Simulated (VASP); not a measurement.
# Pd (Fm-3m) in VASP: settings compared, part 2 of 2

VASP 6.6.1. Earlier steps stand in the parts before.

## Step 5: Single point, r2SCAN

This run uses another cell than the first one, of 14.46 Å³/atom, 0.980 times its volume.

File POSCAR:

```
Pd
1.0
    0.0000000000      1.9334358480      1.9334358480
    1.9334358480      0.0000000000      1.9334358480
    1.9334358480      1.9334358480      0.0000000000
Pd
1
Direct
    0.0000000000      0.0000000000      0.0000000000
```

File INCAR.step1:

```
  PREC = Accurate
  ENCUT = 520
  ISMEAR = -1
  SIGMA = 0.05
  LREAL = F
  LASPH = T
  NELM = 80
  NBANDS = 11
  GGA = PE
  ALGO = Normal
  EDIFF = 1E-4
  LWAVE = T
  LCHARG = F
```

File INCAR.step2:

```
  PREC = Accurate
  ENCUT = 520
  EDIFF = 1E-6
  ISMEAR = -1
  SIGMA = 0.05
  LREAL = F
  LASPH = T
  NELM = 80
  ALGO = Normal
  ISIF = 2
  LWAVE = F
  LCHARG = T
  METAGGA = R2SCAN
  LMIXTAU = T
  LELF = T
  LVHAR = T
  NBANDS = 11
  ISTART = 1
```

File KPOINTS:

```
regular mesh
0
Gamma
  12 12 12
```

Potentials or basis: VASP PAW PBE potentials, release 64 (Pd).

On the command line:

```bash
$ cat potpaw_PBE.64/Pd/POTCAR > POTCAR
$ cp INCAR.step1 INCAR
$ mpirun -np 1 vasp_std > vasp.out
$ cp INCAR.step2 INCAR
$ mpirun -np 1 vasp_std > vasp.out
```

OUTCAR:

```text
PREC = Accurate
   ENCUT = 520
   EDIFF = 1E-6
   ISMEAR = -1
   LREAL = F
   LASPH = T
   NELM = 80
   ISIF = 2
   METAGGA = R2SCAN
   ISTART = 1

 ion  position               nearest neighbor table
   1  0.000  0.000  0.000-

  LATTYP: Found a face centered cubic cell.
 ALAT       =     3.8668716960

  Lattice vectors:

 A1 = (   0.0000000000,   1.9334358480,   1.9334358480)
 A2 = (   1.9334358480,   0.0000000000,   1.9334358480)
 A3 = (   1.9334358480,   1.9334358480,   0.0000000000)

Analysis of symmetry for initial positions (statically):
=====================================================================
 Subroutine PRICEL returns:
 Original cell was already a primitive cell.

 Routine SETGRP: Setting up the symmetry group for a
 face centered cubic supercell.

 Subroutine GETGRP returns: Found 48 space group operations
 (whereof 48 operations were pure point group operations)
 out of a pool of 48 trial point group operations.

The static configuration has the point symmetry O_h .

Analysis of symmetry for dynamics (positions and initial velocities):
=====================================================================
 Subroutine PRICEL returns:
 Original cell was already a primitive cell.

 Routine SETGRP: Setting up the symmetry group for a
 face centered cubic supercell.

 Subroutine GETGRP returns: Found 48 space group operations
 (whereof 48 operations were pure point group operations)
 out of a pool of 48 trial point group operations.

The dynamic configuration has the point symmetry O_h .

 Subroutine INISYM returns: Found 48 space group operations
 (whereof 48 operations are pure point group operations),
 and found     1 'primitive' translations

----------------------------------------------------------------------------------------

                                     Primitive cell

  volume of cell :      14.4550

  direct lattice vectors                    reciprocal lattice vectors
     0.000000000  1.933435848  1.933435848    -0.258606977  0.258606977  0.258606977
     1.933435848  0.000000000  1.933435848     0.258606977 -0.258606977  0.258606977
     1.933435848  1.933435848  0.000000000     0.258606977  0.258606977 -0.258606977

  length of vectors
     2.734291198  2.734291198  2.734291198     0.447920423  0.447920423  0.447920423

  position of ions in fractional coordinates (direct lattice)
     0.000000000  0.000000000  0.000000000

  ion indices of the primitive-cell ions
   primitive index   ion index
                 1           1

----------------------------------------------------------------------------------------

 KPOINTS: regular mesh

Automatic generation of k-mesh.
 Grid dimensions read from file:
 generate k-points for:   12   12   12

 Generating k-lattice:

  Cartesian coordinates                     Fractional coordinates (reciprocal lattice)
    -0.021550581  0.021550581  0.021550581     0.083333333  0.000000000  0.000000000
     0.021550581 -0.021550581  0.021550581     0.000000000  0.083333333  0.000000000
     0.021550581  0.021550581 -0.021550581     0.000000000  0.000000000  0.083333333

  Length of vectors
     0.037326702  0.037326702  0.037326702

  Shift w.r.t. Gamma in fractional coordinates (k-lattice)
     0.000000000  0.000000000  0.000000000

 Subroutine IBZKPT returns following result:
 ===========================================

 Found     72 irreducible k-points:

 Following reciprocal coordinates:
            Coordinates               Weight
  0.000000  0.000000  0.000000      1.000000
  0.083333  0.000000  0.000000      8.000000
  0.166667  0.000000  0.000000      8.000000
  0.250000  0.000000  0.000000      8.000000
  0.333333  0.000000  0.000000      8.000000
  0.416667  0.000000  0.000000      8.000000
[... 16 lines left out ...]
  0.500000  0.166667  0.000000     24.000000
 -0.416667  0.166667  0.000000     24.000000
 [... further k-points ...]
   k-points           NKPTS =     72   k-points in BZ     NKDIM =     72   number of bands    NBANDS=     11
   number of dos      NEDOS =    301   number of ions     NIONS =      1
   total plane-waves  NPLWV =   8000
   dimension x,y,z NGX =    20 NGY =   20 NGZ =   20
   dimension x,y,z NGXF=    40 NGYF=   40 NGZF=   40
   ions per type =               1
   NGX,Y,Z   is equivalent  to a cutoff of  12.16, 12.16, 12.16 a.u.
   NGXF,Y,Z  is equivalent  to a cutoff of  24.32, 24.32, 24.32 a.u.
 SYSTEM =  unknown system
   PREC   = accura    normal or accurate (medium, high low for compatibility)
   ISTART =      1    job   : 0-new  1-cont  2-samecut
   ICHARG =      0    charge: 1-file 2-atom 10-const
   ISPIN  =      1    spin polarized calculation?
   LNONCOLLINEAR =      F non collinear calculations
   LSORBIT =      F    spin-orbit coupling
   LASPH  =      T    aspherical Exc in radial PAW
   ENCUT  =  520.0 eV  38.22 Ry    6.18 a.u.   5.08  5.08  5.08*2*pi/ulx,y,z
   NELM   =     80;   NELMIN=  2; NELMDL=  0     # of ELM steps
   EDIFF  = 0.1E-05   stopping-criterion for ELM
   LREAL  =      F    real-space projection
   EDIFFG = 0.1E-04   stopping-criterion for IOM
   NSW    =      0    number of steps for IOM
   IBRION =     -1    ionic relax: 0-MD 1-quasi-New 2-CG
   NFREE  =      0    steps in history (QN), initial steepest desc. (CG)
   ISIF   =      2    stress and relaxation
   ISYM   =      2    0-nonsym 1-usesym 2-fastsym
   POTIM  = 0.5000    time-step for ionic-motion
   TEBEG  =    0.0;   TEEND  =   0.0 temperature during run
   PSTRESS=    0.0 pullay stress
   NELECT =      10.0000    total number of electrons
   NUPDOWN=      -1.0000    fix difference up-down
   EMIN   =  10.00;   EMAX   =-10.00  energy-range for DOS
   EFERMI =   0.00;   METHOD = LEGACY
   ISMEAR =    -1;   SIGMA  =   0.05  broadening in eV -4-tet -1-fermi 0-gaus
   EFERMI_NEDOS =   21; number of points for ismear=-14 and -15
   IALGO  =     38    algorithm
   IMIX   =      4    mixing-type and parameters
     AMIX     =   0.40;   BMIX     =  1.00
     AMIX_MAG =   1.60;   BMIX_MAG =  1.00
  volume/ion in A,a.u.               =      14.46        97.55
  Fermi-wavevector in a.u.,A,eV,Ry     =   1.447888  2.736112 28.522990  2.096381
  Thomas-Fermi vector in A             =   2.565792
   LORBIT       =      0    0 simple, 1 ext, 2 COOP (PROOUT), +10 PAW based schemes
   METAGGA = R2SCAN    functional components
   LHFCALC =     F    Hartree Fock is set to
   AEXX    =    0.0000 exact exchange contribution
   IVDW    =     0    specifies the selected vdW correction
   LEPSILON=     F    determine dielectric tensor
   LRPA    =     F    only Hartree local field effects (RPA)
 non-spin polarized calculation
  energy-cutoff  :      520.00
  volume of cell :       14.46
 maximum number of plane-waves:       399
   NGX = 11   NGY = 11   NGZ = 11

 number of electron      10.0000003 magnetization

 Free energy of the ion-electron system (eV)
  ---------------------------------------------------
  ext. energy  EPLUGINS =         0.00000000
  ---------------------------------------------------
  free energy    TOTEN  =       -22.94739192 eV

  energy without entropy =      -22.92943222  energy(sigma->0) =      -22.93841207

 E-fermi :   9.9242     XC(G=0): -14.2880

 val. band max:        9.9203655037   @ k =   0.5000   0.0833   0.0000
 cond. band min:       9.9265380695   @ k =  -0.2500   0.4167   0.1667
 fundamental gap:      0.0061725658
 Fermi energy:         9.9242316120

 k-point     1 :       0.0000    0.0000    0.0000
  band No.  band energies     occupation
      1       2.5935      2.00000
      2       6.9289      2.00000
      3       6.9289      2.00000
      4       6.9289      2.00000
      5       8.5942      2.00000
      6       8.5942      2.00000
      7      27.9890      0.00000
      8      32.3009      0.00000
      9      33.1052      0.00000
     10      33.1052      0.00000
     11      33.1052      0.00000
[... 309 lines left out ...]
 k-point    24 :      -0.4167    0.1667    0.0000
  band No.  band energies     occupation
      1       4.9934      2.00000
      2       6.4052      2.00000
      3       7.4206      2.00000
      4       7.9363      2.00000
      5       9.6713      1.98737
      6      13.8919      0.00000
      7      18.1144      0.00000
      8      26.7204      0.00000
      9      29.8928      0.00000
     10      31.0329      0.00000
     11      32.3467      0.00000

 [... further k-points ...]

------------------------ aborting loop because EDIFF is reached ----------------------------------------

  FORCE on cell =-STRESS in cart. coord.  units (eV):
  Direction    XX          YY          ZZ          XY          YZ          ZX
  --------------------------------------------------------------------------------------
  -------------------------------------------------------------------------------------
  Total        0.6406964      0.6406964      0.6406964     -0.0000000      0.0000000      0.0000000
  in kB       71.0139306     71.0139306     71.0139306     -0.0000000      0.0000000      0.0000000
  external PRESSURE =      71.0139306 kB  Pullay stress =       0.0000000 kB

 VOLUME and BASIS-vectors are now :
 -----------------------------------------------------------------------------
  energy-cutoff  :      520.00
  volume of cell :       14.46
      direct lattice vectors                 reciprocal lattice vectors
     0.000000000  1.933435848  1.933435848    -0.258606977  0.258606977  0.258606977
     1.933435848  0.000000000  1.933435848     0.258606977 -0.258606977  0.258606977
     1.933435848  1.933435848  0.000000000     0.258606977  0.258606977 -0.258606977

 POSITION                                       TOTAL-FORCE (eV/Angst)
 -----------------------------------------------------------------------------------
      0.00000      0.00000      0.00000         0.000000      0.000000     -0.000000
 -----------------------------------------------------------------------------------
    total drift:                               -0.000000     -0.000000     -0.000000

  FREE ENERGIE OF THE ION-ELECTRON SYSTEM (eV)
  ---------------------------------------------------
  free  energy   TOTEN  =       -22.9473919212 eV

  energy  without entropy=      -22.9294322229  energy(sigma->0) =      -22.93841207
```

OSZICAR.step1:

```text
N       E                     dE             d eps       ncg     rms          rms(c)
DAV:   1     0.415917076456E+02    0.41592E+02   -0.51414E+03  1608   0.858E+02
DAV:   2    -0.493619396427E+01   -0.46528E+02   -0.44618E+02  1790   0.182E+02
DAV:   3    -0.549034077236E+01   -0.55415E+00   -0.55226E+00  1912   0.213E+01
DAV:   4    -0.549273688634E+01   -0.23961E-02   -0.23957E-02  1938   0.146E+00
DAV:   5    -0.549276112090E+01   -0.24235E-04   -0.24235E-04  2121   0.133E-01    0.822E+00
DAV:   6    -0.521973614150E+01    0.27302E+00   -0.10307E+00  1947   0.842E+00    0.403E+00
DAV:   7    -0.520728406342E+01    0.12452E-01   -0.37265E-02  2095   0.131E+00    0.201E+00
DAV:   8    -0.520340536268E+01    0.38787E-02   -0.26706E-03  1958   0.490E-01    0.149E-01
DAV:   9    -0.520330784188E+01    0.97521E-04   -0.51009E-04  1893   0.192E-01
   1 F= -.52033078E+01 E0= -.51937265E+01  d E =-.191626E-01
```

It took 36 s on 1 thread of AMD EPYC 9R45 (Zen 5), shared host; peak memory 0.1 GiB.

What came out:

```yaml
Free_energy: -22.9474 eV
Pressure: 7.1 GPa
Band_gap_on_the_k_mesh: zero (band 5 reaches 10.27 eV, above the bottom of band 6 at 8.53 eV)
```

Levels at points of the mesh, in eV from the Fermi level:
| k point | band 3 | band 4 | band 5 | band 6 | band 7 | band 8 |
| --- | --- | --- | --- | --- | --- | --- |
| (0.00, 0.00, 0.00) | -3.00 | -3.00 | -1.33 | -1.33 | 18.06 | 22.38 |
| (0.50, 0.00, 0.00) | -3.07 | -0.02 | -0.02 | 1.27 | 7.91 | 17.47 |
| (0.50, 0.50, 0.00) | -0.08 | 0.34 | 0.34 | 3.68 | 11.56 | 14.08 |

Caveat: the PAW data sets were made with another functional, which shifts forces and pressure a little.

## Step 6: Single point, r2SCAN+D4

File POSCAR:

```
Pd
1.0
    0.0000000000      1.9465000000      1.9465000000
    1.9465000000      0.0000000000      1.9465000000
    1.9465000000      1.9465000000      0.0000000000
Pd
1
Direct
    0.0000000000      0.0000000000      0.0000000000
```

File INCAR.step1:

```
SYSTEM = Pd
PREC = Accurate ; ENCUT = 520
ISMEAR = -1 ; SIGMA = 0.05
LREAL = .False. ; LASPH = .True.
NELM = 80 ; NBANDS = 11
GGA = PE ; ALGO = Normal
EDIFF = 1E-4 ; LWAVE = .True.
LCHARG = .False.
```

File INCAR.step2:

```
SYSTEM = Pd
PREC = Accurate ; ENCUT = 520
EDIFF = 1E-7 ; ISMEAR = -1
SIGMA = 0.05 ; LREAL = .False.
LASPH = .True. ; NELM = 80
ALGO = Normal ; ISIF = 2
LWAVE = .False. ; LCHARG = .True.
METAGGA = R2SCAN ; LMIXTAU = .True.
IVDW = 13 ; VDW_S6 = 1.0
VDW_S8 = 0.6018749 ; VDW_A1 = 0.51559235
VDW_A2 = 5.77342911 ; LELF = .True.
LVHAR = .True. ; NBANDS = 11
ISTART = 1
```

File KPOINTS:

```
regular mesh
0
Gamma
  12 12 12
  0 0 0
```

Potentials or basis: VASP PAW PBE potentials, release 64 (Pd).

On the command line:

```bash
$ cat potpaw_PBE.64/Pd/POTCAR > POTCAR
$ cp INCAR.step1 INCAR
$ mpirun -np 1 vasp_std > vasp.out
$ cp INCAR.step2 INCAR
$ mpirun -np 1 vasp_std > vasp.out
```

Run time: 46 s. Hardware: 1 thread of AMD EPYC 9R45 (Zen 5), shared host; peak memory 0.1 GiB.

The run converged. Its results:

```
Free energy                : -23.1255 eV
Pressure                   : 1.2 GPa
Band gap on the k mesh     : zero (band 5 reaches 9.91 eV, above the bottom of band 6 at 8.23 eV)
Dispersion energy per atom : -0.169 eV
```

Levels at points of the mesh, in eV from the Fermi level:
```
           k point  band 2  band 3  band 4  band 5  band 6  band 7  band 8  band 9
(0.00, 0.00, 0.00)   -2.90   -2.90   -2.90   -1.29   -1.29   18.05   22.44   23.05
(0.50, 0.00, 0.00)   -2.97   -2.97   -0.02   -0.02    1.32    7.74   17.46   22.16
(0.50, 0.50, 0.00)   -5.25   -0.08    0.33    0.33    3.68   11.34   13.96   13.96
```

Caveat: the PAW data sets were made with another functional, which shifts forces and pressure a little; pairwise dispersion overbinds metals, which lowers pressure and volume.

## Step 7: Summary

```tsv
level	potentials or basis	spin	cell	k mesh	gap on the mesh (eV)	pressure (GPa)
LDA	VASP PAW LDA potentials, release 64 (Pd)	non-collinear, zero start, SOC	a = 2.753 Å, angles 60.0°, 1 atom	9 × 9 × 9	-	-8.4
r2SCAN+D4	VASP PAW PBE potentials, release 64 (Pd)	off	a = 2.716 Å, angles 60.0°, 1 atom	12 × 12 × 12	none	10.3
r2SCAN+D4	VASP PAW PBE potentials, release 64 (Pd)	off	a = 2.734 Å, angles 60.0°, 1 atom	12 × 12 × 12	none	5.5
r2SCAN	VASP PAW PBE potentials, release 64 (Pd)	off	a = 2.734 Å, angles 60.0°, 1 atom	12 × 12 × 12	none	7.1
r2SCAN+D4	VASP PAW PBE potentials, release 64 (Pd)	off	a = 2.753 Å, angles 60.0°, 1 atom	12 × 12 × 12	none	1.2
```

Alike in all rows: task single point; cutoff (eV) 520; smearing fermi-dirac 0.05 eV.

Caveats: the PAW data sets were made with another functional, which shifts forces and pressure a little (some runs); pairwise dispersion overbinds metals, which lowers pressure and volume (some runs).

Absolute energies hang on the potentials; compare differences alone.
